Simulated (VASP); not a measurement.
Write the native input for VASP 6.6.1 that does the following.

```
Task                   : single point
Functional             : PBE
Potentials or basis    : VASP PAW PBE potentials, release 64 (Rb_sv, Na_pv)
Cutoff                 : 520 eV
k mesh                 : 12 × 12 × 12
Occupations            : gaussian, width 0.1 eV
Spin                   : no spin polarisation
Dipole correction      : no
Further INCAR settings : ALGO = Fast; EDIFF = 1e-06; NBANDS = 18
```

The structure of RbNa2 lies in POSCAR:

```
RbNa2
1.0
    2.1625665564      1.2485583835      9.9383758294
   -2.1625665564      1.2485583835      9.9383758294
    0.0000000000     -2.4971167670      9.9383758294
Rb Na
1 2
Direct
    0.0000000000      0.0000000000      0.0000000000
    0.2128128898      0.2128128898      0.2128128898
    0.7871871102      0.7871871102      0.7871871102
```

The cell was generated, and may not be a known phase.

The input as run:

INCAR

```
PREC = Accurate
ENCUT = 520
EDIFF = 1E-6
ISMEAR = 0
SIGMA = 0.1
LREAL = False
LASPH = True
NELM = 80
ALGO = Fast
ISIF = 2
LWAVE = False
LCHARG = False
GGA = PE
NBANDS = 18
```

KPOINTS

```
regular mesh
0
Gamma
  12 12 12
```

Potentials or basis: VASP PAW PBE potentials, release 64 (Rb_sv, Na_pv).

The run is started by

```bash
$ cat potpaw_PBE.64/Rb_sv/POTCAR potpaw_PBE.64/Na_pv/POTCAR > POTCAR
$ mpirun -np 1 vasp_std > vasp.out
```

It gave:

The pressure is 0.0 GPa and the band gap on the k mesh is zero (an odd number of electrons rules out a gap without spin polarisation).

Wall time 28 min on 1 thread of Intel(R) Xeon(R) 6975P-C (Granite Rapids), on a shared host, peak memory 1.3 GiB.
